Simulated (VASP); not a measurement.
# TiO2 in VASP: a series of runs

The runs below take TiO2 through single point, with PBE.

Everything below comes from runs of VASP 6.6.1. Logs are shortened: lines on timing, memory, paths and dates and some standing lists are left out, and cuts for length are marked.

### 1 The cell of the first run

It takes space group I4_1/amd (No. 141, tetragonal). Conventional cell: a = 3.785 Å, b = 3.785 Å, c = 9.799 Å, α = 90.00°, β = 90.00°, γ = 90.00°. Within 2.6 Å of Ti (site symmetry -4m2) lie 6 O at 1.94 to 2.02 Å. Within 2.6 Å of O (site symmetry 2mm) lie 3 Ti at 1.94 to 2.02 Å and 2 O at 2.48 Å.

### 2 Single point, PBE (zz strain of +3 %)

File INCAR:

```
SYSTEM = TiO2
PREC = Accurate
ENCUT = 520
EDIFF = 1E-6
ISMEAR = -1
SIGMA = 0.08
LREAL = .FALSE.
LASPH = .TRUE.
NELM = 80
ALGO = Normal
ISIF = 2
LWAVE = .FALSE.
LCHARG = .FALSE.
GGA = PE
NBANDS = 33
```

File KPOINTS:

```
regular mesh
0
G
  13 13 13
  0 0 0
```

File POSCAR:

```
TiO2
1.0
   -1.8925000000      1.8925000000      4.8997100000
    1.8925000000     -1.8925000000      4.8997100000
    1.8925000000      1.8925000000     -4.8997100000
Ti O
2 4
Direct
    0.0000000000      0.0000000000      0.0000000000
    0.7500000000      0.2500000000      0.5000000000
    0.2066000000      0.2066000000      0.0000000000
    0.9566000000      0.4566000000      0.5000000000
    0.5434000000      0.0434000000      0.5000000000
    0.7934000000      0.7934000000      0.0000000000
```

Potentials or basis: VASP PAW PBE potentials, release 64 (Ti_sv, O).

Started as:

```sh
> cat potpaw_PBE.64/Ti_sv/POTCAR potpaw_PBE.64/O/POTCAR > POTCAR
> mpirun -np 1 vasp_std > vasp.out
```

OUTCAR:

```text
SYSTEM = TiO2
   PREC = Accurate
   ENCUT = 520
   EDIFF = 1E-6
   ISMEAR = -1
   LREAL = .FALSE.
   LASPH = .TRUE.
   NELM = 80
   ISIF = 2
   GGA = PE

 ion  position               nearest neighbor table
   1  0.000  0.000  0.000-   5 1.94   4 1.94   5 1.94   4 1.94   3 2.02   6 2.02
   2  0.750  0.250  0.500-   6 1.94   3 1.94   6 1.94   3 1.94   4 2.02   5 2.02
   3  0.207  0.207  0.000-   2 1.94   2 1.94   1 2.02
   4  0.957  0.457  0.500-   1 1.94   1 1.94   2 2.02
   5  0.543  0.043  0.500-   1 1.94   1 1.94   2 2.02
   6  0.793  0.793  0.000-   2 1.94   2 1.94   1 2.02

  LATTYP: Found a body centered tetragonal cell.
 ALAT       =     3.7850000000
 C/A-ratio  =     2.5890145310

  Lattice vectors:

 A1 = (  -1.8925000000,   1.8925000000,   4.8997100000)
 A2 = (   1.8925000000,  -1.8925000000,   4.8997100000)
 A3 = (   1.8925000000,   1.8925000000,  -4.8997100000)

Analysis of symmetry for initial positions (statically):
=====================================================================
 Subroutine PRICEL returns:
 Original cell was already a primitive cell.

 Routine SETGRP: Setting up the symmetry group for a
 body centered tetragonal supercell.

 Subroutine GETGRP returns: Found 16 space group operations
 (whereof  8 operations were pure point group operations)
 out of a pool of 16 trial point group operations.

The static configuration has the point symmetry D_2d.
 The point group associated with its full space group is D_4h.

Analysis of symmetry for dynamics (positions and initial velocities):
=====================================================================
 Subroutine PRICEL returns:
 Original cell was already a primitive cell.

 Routine SETGRP: Setting up the symmetry group for a
 body centered tetragonal supercell.

 Subroutine GETGRP returns: Found 16 space group operations
 (whereof  8 operations were pure point group operations)
 out of a pool of 16 trial point group operations.

The dynamic configuration has the point symmetry D_2d.
 The point group associated with its full space group is D_4h.

 Subroutine INISYM returns: Found 16 space group operations
 (whereof  8 operations are pure point group operations),
 and found     1 'primitive' translations

----------------------------------------------------------------------------------------

                                     Primitive cell

  volume of cell :      70.1943

  direct lattice vectors                    reciprocal lattice vectors
    -1.892500000  1.892500000  4.899710000     0.000000000  0.264200793  0.102046856
     1.892500000 -1.892500000  4.899710000     0.264200793  0.000000000  0.102046856
     1.892500000  1.892500000 -4.899710000     0.264200793  0.264200793  0.000000000

  length of vectors
     5.583034174  5.583034174  5.583034174     0.283223621  0.283223621  0.373636344

  position of ions in fractional coordinates (direct lattice)
     0.000000000  0.000000000  0.000000000
     0.750000000  0.250000000  0.500000000
     0.206600000  0.206600000  0.000000000
     0.956600000  0.456600000  0.500000000
     0.543400000  0.043400000  0.500000000
     0.793400000  0.793400000  0.000000000

  ion indices of the primitive-cell ions
   primitive index   ion index
                 1           1
                 2           2
                 3           3
                 4           4
                 5           5
                 6           6

----------------------------------------------------------------------------------------

 KPOINTS: regular mesh

Automatic generation of k-mesh.
 Grid dimensions read from file:
 generate k-points for:   13   13   13

 Generating k-lattice:

  Cartesian coordinates                     Fractional coordinates (reciprocal lattice)
     0.000000000  0.020323138  0.007849758     0.076923077  0.000000000  0.000000000
     0.020323138  0.000000000  0.007849758     0.000000000  0.076923077  0.000000000
     0.020323138  0.020323138  0.000000000     0.000000000  0.000000000  0.076923077

  Length of vectors
     0.021786432  0.021786432  0.028741257

  Shift w.r.t. Gamma in fractional coordinates (k-lattice)
     0.000000000  0.000000000  0.000000000

 Subroutine IBZKPT returns following result:
 ===========================================

 Found    196 irreducible k-points:

 Following reciprocal coordinates:
            Coordinates               Weight
  0.000000  0.000000  0.000000      1.000000
  0.076923 -0.000000  0.000000      8.000000
  0.153846 -0.000000  0.000000      8.000000
  0.230769 -0.000000  0.000000      8.000000
  0.307692 -0.000000  0.000000      8.000000
  0.384615 -0.000000  0.000000      8.000000
[... 16 lines left out ...]
  0.384615  0.153846  0.000000     16.000000
  0.461538  0.153846  0.000000     16.000000
 [... further k-points ...]
   k-points           NKPTS =    196   k-points in BZ     NKDIM =    196   number of bands    NBANDS=     33
   number of dos      NEDOS =    301   number of ions     NIONS =      6
   total plane-waves  NPLWV =  74088
   dimension x,y,z NGX =    42 NGY =   42 NGZ =   42
   dimension x,y,z NGXF=    84 NGYF=   84 NGZF=   84
   ions per type =               2   4
   NGX,Y,Z   is equivalent  to a cutoff of  12.51, 12.51, 12.51 a.u.
   NGXF,Y,Z  is equivalent  to a cutoff of  25.01, 25.01, 25.01 a.u.
 SYSTEM =  TiO2
   PREC   = accura    normal or accurate (medium, high low for compatibility)
   ISTART =      0    job   : 0-new  1-cont  2-samecut
   ICHARG =      2    charge: 1-file 2-atom 10-const
   ISPIN  =      1    spin polarized calculation?
   LNONCOLLINEAR =      F non collinear calculations
   LSORBIT =      F    spin-orbit coupling
   LASPH  =      T    aspherical Exc in radial PAW
   ENCUT  =  520.0 eV  38.22 Ry    6.18 a.u.  10.38 10.38 10.38*2*pi/ulx,y,z
   NELM   =     80;   NELMIN=  2; NELMDL= -5     # of ELM steps
   EDIFF  = 0.1E-05   stopping-criterion for ELM
   LREAL  =      F    real-space projection
   EDIFFG = 0.1E-04   stopping-criterion for IOM
   NSW    =      0    number of steps for IOM
   IBRION =     -1    ionic relax: 0-MD 1-quasi-New 2-CG
   NFREE  =      0    steps in history (QN), initial steepest desc. (CG)
   ISIF   =      2    stress and relaxation
   ISYM   =      2    0-nonsym 1-usesym 2-fastsym
   POTIM  = 0.5000    time-step for ionic-motion
   TEBEG  =    0.0;   TEEND  =   0.0 temperature during run
   PSTRESS=    0.0 pullay stress
   NELECT =      48.0000    total number of electrons
   NUPDOWN=      -1.0000    fix difference up-down
   EMIN   =  10.00;   EMAX   =-10.00  energy-range for DOS
   EFERMI =   0.00;   METHOD = LEGACY
   ISMEAR =    -1;   SIGMA  =   0.08  broadening in eV -4-tet -1-fermi 0-gaus
   EFERMI_NEDOS =   21; number of points for ismear=-14 and -15
   IALGO  =     38    algorithm
   IMIX   =      4    mixing-type and parameters
     AMIX     =   0.40;   BMIX     =  1.00
     AMIX_MAG =   1.60;   BMIX_MAG =  1.00
  volume/ion in A,a.u.               =      11.70        78.95
  Fermi-wavevector in a.u.,A,eV,Ry     =   1.442296  2.725545 28.303098  2.080219
  Thomas-Fermi vector in A             =   2.560832
   LORBIT       =      0    0 simple, 1 ext, 2 COOP (PROOUT), +10 PAW based schemes
   GGA     = PE    functional components
   LHFCALC =     F    Hartree Fock is set to
   AEXX    =    0.0000 exact exchange contribution
   IVDW    =     0    specifies the selected vdW correction
   LEPSILON=     F    determine dielectric tensor
   LRPA    =     F    only Hartree local field effects (RPA)
 non-spin polarized calculation
  energy-cutoff  :      520.00
  volume of cell :       70.19
 maximum number of plane-waves:      1909
 NGX is ok and might be reduce to    42
   NGX = 21   NGY = 21   NGZ = 21

 number of electron      47.9999991 magnetization

 Free energy of the ion-electron system (eV)
  ---------------------------------------------------
  ext. energy  EPLUGINS =         0.00000000
  ---------------------------------------------------
  free energy    TOTEN  =       -53.85886427 eV

  energy without entropy =      -53.85886408  energy(sigma->0) =      -53.85886418

 E-fermi :   4.3045     XC(G=0): -10.5797

 val. band max:        3.1419585784   @ k =  -0.4615   0.4615   0.0000
 cond. band min:       5.2553354519   @ k =   0.0000   0.0000   0.0000
 fundamental gap:      2.1133768735
 Fermi energy:         4.3045207249

 k-point     1 :       0.0000    0.0000    0.0000
  band No.  band energies     occupation
      1     -53.3417      2.00000
      2     -53.2938      2.00000
      3     -29.7597      2.00000
      4     -29.5496      2.00000
      5     -29.5496      2.00000
      6     -29.4926      2.00000
[... 25 lines left out ...]
     32       8.1258      0.00000
     33       8.3706      0.00000

 k-point     2 :       0.0769   -0.0000    0.0000
  band No.  band energies     occupation
      1     -53.3410      2.00000
      2     -53.2942      2.00000
      3     -29.7581      2.00000
      4     -29.5566      2.00000
      5     -29.5500      2.00000
      6     -29.4958      2.00000
[... 25 lines left out ...]
     32       8.3145      0.00000
     33       8.5375      0.00000

 k-point     3 :       0.1538   -0.0000    0.0000
  band No.  band energies     occupation
      1     -53.3392      2.00000
      2     -53.2954      2.00000
      3     -29.7539      2.00000
      4     -29.5756      2.00000
      5     -29.5512      2.00000
      6     -29.5044      2.00000
[... 25 lines left out ...]
     32       8.6113      0.00000
     33       8.8496      0.00000

 k-point     4 :       0.2308   -0.0000    0.0000
  band No.  band energies     occupation
      1     -53.3364      2.00000
      2     -53.2972      2.00000
      3     -29.7481      2.00000
      4     -29.6015      2.00000
      5     -29.5527      2.00000
      6     -29.5152      2.00000
[... 673 lines left out ...]
     32       9.2716      0.00000
     33       9.6199      0.00000

 k-point    23 :       0.3846    0.1538    0.0000
  band No.  band energies     occupation
      1     -53.3263      2.00000
      2     -53.3045      2.00000
      3     -29.7265      2.00000
      4     -29.6619      2.00000
      5     -29.5752      2.00000
      6     -29.5400      2.00000
[... 25 lines left out ...]
     32       9.2862      0.00000
     33       9.6943      0.00000

 k-point    24 :       0.4615    0.1538    0.0000
  band No.  band energies     occupation
      1     -53.3253      2.00000
      2     -53.3050      2.00000
      3     -29.7304      2.00000
      4     -29.6707      2.00000
      5     -29.5748      2.00000
      6     -29.5450      2.00000
[... 25 lines left out ...]
     32       9.3278      0.00000
     33       9.7259      0.00000

 [... further k-points ...]
[... 5 lines left out ...]
  --------------------------------------------------------------------------------------
  -------------------------------------------------------------------------------------
  Total        0.4449680      0.4449680     -0.9023494      0.0000000      0.0000000      0.0000000
  in kB       10.1563391     10.1563391    -20.5960141      0.0000000      0.0000000      0.0000000
  external PRESSURE =      -0.0944453 kB  Pullay stress =       0.0000000 kB

 VOLUME and BASIS-vectors are now :
 -----------------------------------------------------------------------------
  energy-cutoff  :      520.00
  volume of cell :       70.19
      direct lattice vectors                 reciprocal lattice vectors
    -1.892500000  1.892500000  4.899710000     0.000000000  0.264200793  0.102046856
     1.892500000 -1.892500000  4.899710000     0.264200793  0.000000000  0.102046856
     1.892500000  1.892500000 -4.899710000     0.264200793  0.264200793  0.000000000

 POSITION                                       TOTAL-FORCE (eV/Angst)
 -----------------------------------------------------------------------------------
      0.00000      0.00000      0.00000         0.000000      0.000000      0.000000
      0.00000      1.89250      2.44985         0.000000      0.000000     -0.000000
      0.00000      0.00000      2.02456         0.000000      0.000000     -0.166345
      0.00000      1.89250      4.47442        -0.000000     -0.000000     -0.166345
      0.00000      1.89250      0.42529         0.000000      0.000000      0.166345
      0.00000      0.00000      7.77486        -0.000000     -0.000000      0.166345
 -----------------------------------------------------------------------------------
    total drift:                               -0.000000     -0.000000     -0.000000

  FREE ENERGIE OF THE ION-ELECTRON SYSTEM (eV)
  ---------------------------------------------------
  free  energy   TOTEN  =       -53.8588642675 eV

  energy  without entropy=      -53.8588640837  energy(sigma->0) =      -53.85886418
```

Wall time 13 min (1 thread of Intel Xeon 6975P-C, shared host); peak memory 0.51 GiB.

What came out:

| Property | Result |
| --- | --- |
| Free energy | -53.8589 eV |
| Pressure | 0.0 GPa |
| Largest force | 0.166 eV/Å |
| Band gap on the k mesh | 2.11 eV, indirect (least direct gap 2.43 eV) |

Forces in eV/Å, atoms in the order of the input:
```
Ti   0.000  0.000  0.000
Ti   0.000  0.000  0.000
O    0.000  0.000 -0.166
O    0.000  0.000 -0.166
O    0.000  0.000  0.166
O    0.000  0.000  0.166
```

Caveat: the cell differs from its parent crystal (zz strain of +3 %). A k mesh can miss the band edges.

### 3 Single point, PBE (volume scaled by 1.01)

File INCAR:

```
PREC = Accurate ; ENCUT = 520
EDIFF = 1E-6 ; ISMEAR = -1
SIGMA = 0.08 ; LREAL = False
LASPH = True ; NELM = 80
ALGO = Normal ; ISIF = 2
LWAVE = False ; LCHARG = True
GGA = PE ; LELF = True
LVHAR = True ; NBANDS = 33
```

File KPOINTS:

```
regular mesh
0
Gamma
  13 13 13
```

Edit POSCAR of step 2 so:

```diff
@@ -2,5 +2,5 @@
 1.0
-   -1.8925000000      1.8925000000      4.8997100000
-    1.8925000000     -1.8925000000      4.8997100000
-    1.8925000000      1.8925000000     -4.8997100000
+   -1.8987874216      1.8987874216      4.7728041028
+    1.8987874216     -1.8987874216      4.7728041028
+    1.8987874216      1.8987874216     -4.7728041028
 Ti O
```

Potentials or basis: VASP PAW PBE potentials, release 64 (Ti_sv, O).

Started as:

```sh
> cat potpaw_PBE.64/Ti_sv/POTCAR potpaw_PBE.64/O/POTCAR > POTCAR
> mpirun -np 1 vasp_std > vasp.out
```

It took 7.6 min on 1 thread of Intel Xeon 6975P-C (Granite Rapids), shared host; peak memory 0.49 GiB.

Results (log left out):

- Free energy: -53.8372 eV
- Pressure: 4.4 GPa
- Largest force: 0.294 eV/Å
- Band gap on the k mesh: 2.13 eV, indirect (least direct gap 2.42 eV)

Forces in eV/Å, atoms in the order of the input:
```
Ti   0.000  0.000  0.000
Ti   0.000  0.000  0.000
O    0.000  0.000  0.294
O    0.000  0.000  0.294
O    0.000  0.000 -0.294
O    0.000  0.000 -0.294
```

Stress tensor (GPa, compression positive):
```
3.10 0.00 0.00
0.00 3.10 0.00
0.00 0.00 6.99
```

Levels at points of the mesh, in eV from the valence-band top:
| k point | band 20 | band 21 | band 22 | band 23 | band 24 | band 25 | band 26 | band 27 | band 28 | band 29 |
| --- | --- | --- | --- | --- | --- | --- | --- | --- | --- | --- |
| (0.00, 0.00, 0.00) | -0.73 | -0.71 | -0.71 | -0.42 | -0.42 | 2.13 | 2.86 | 4.05 | 4.05 | 4.05 |

### 4 Single point, PBE (volume scaled by 1.04)

File INCAR:

```
PREC = Accurate
ENCUT = 520
EDIFF = 1E-6
ISMEAR = -1
SIGMA = 0.08
LREAL = F
LASPH = T
NELM = 80
ALGO = Normal
ISIF = 2
LWAVE = F
LCHARG = F
GGA = PE
NBANDS = 33
```

File KPOINTS:

```
Automatic mesh
0
Gamma
  13 13 13
```

Edit POSCAR of step 3 so:

```diff
@@ -2,5 +2,5 @@
 1.0
-   -1.8987874216      1.8987874216      4.7728041028
-    1.8987874216     -1.8987874216      4.7728041028
-    1.8987874216      1.8987874216     -4.7728041028
+   -1.9174041717      1.9174041717      4.8195992840
+    1.9174041717     -1.9174041717      4.8195992840
+    1.9174041717      1.9174041717     -4.8195992840
 Ti O
```

Started as:

```sh
> cat potpaw_PBE.64/Ti_sv/POTCAR potpaw_PBE.64/O/POTCAR > POTCAR
> mpirun -np 1 vasp_std > vasp.out
```

Run time: 8.1 min. Hardware: 1 thread of Intel Xeon 6975P-C (Granite Rapids), shared host; peak memory 0.5 GiB.

The run converged. Its results:

```
Free energy            : -53.8560 eV
Pressure               : -1.8 GPa
Largest force          : 0.108 eV/Å
Band gap on the k mesh : 2.07 eV, indirect (least direct gap 2.36 eV)
```

Forces on the atoms (eV/Å):
```
Ti   0.000  0.000  0.000
Ti   0.000  0.000  0.000
O    0.000  0.000  0.108
O    0.000  0.000  0.108
O    0.000  0.000 -0.108
O    0.000  0.000 -0.108
```

Stress tensor (GPa, compression positive):
```
-2.79  0.00  0.00
 0.00 -2.79  0.00
 0.00  0.00  0.27
```

Levels at points of the mesh, in eV from the valence-band top:
```
           k point  band 22  band 23  band 24  band 25  band 26  band 27
(0.00, 0.00, 0.00)    -0.73    -0.40    -0.40     2.07     2.75     3.88
```

 A k mesh can miss the band edges.

[end of part 1 of 3]
